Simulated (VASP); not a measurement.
A run of VASP 6.6.1 is set up as follows.

INCAR

```
ALGO     = Normal         # electronic algorithm
EDIFF    = 1E-7           # SCF threshold, eV
ENCUT    = 520            # plane-wave cutoff, eV
GGA      = PS             # functional
ISIF     = 2              # what is computed and relaxed
ISMEAR   = -1             # smearing method
LASPH    = T              # aspherical terms in the spheres
LCHARG   = F              # write CHGCAR
LREAL    = F              # projectors in reciprocal space
LWAVE    = F              # write WAVECAR
NBANDS   = 18             # bands
NELM     = 80             # most SCF steps
PREC     = Accurate       # precision mode
SIGMA    = 0.13605693000000002 # smearing width, eV
```

File KPOINTS:

```
k-points
0
Gamma
  11 11 11
```

Contents of POSCAR:

```
Tm
1.0
    0.0000000000      2.5346638133      2.5346638133
    2.5346638133      0.0000000000      2.5346638133
    2.5346638133      2.5346638133      0.0000000000
Tm
1
Direct
    0.0000000000      0.0000000000      0.0000000000
```

Potentials or basis: VASP PAW PBE potentials, release 64 (Tm).

Run with:

```sh
$ cat potpaw_PBE.64/Tm/POTCAR > POTCAR
$ mpirun -np 1 vasp_std > vasp.out
```

Problem. What does it give for the pressure?

Solution. -0.3 GPa.

Caveat: the PAW data sets were made with another functional, which shifts forces and pressure a little; spin-orbit coupling is left out, which moves the levels of the heavy elements. Spin polarisation is off, so any magnetic state and its effect on volume and gap are missing.
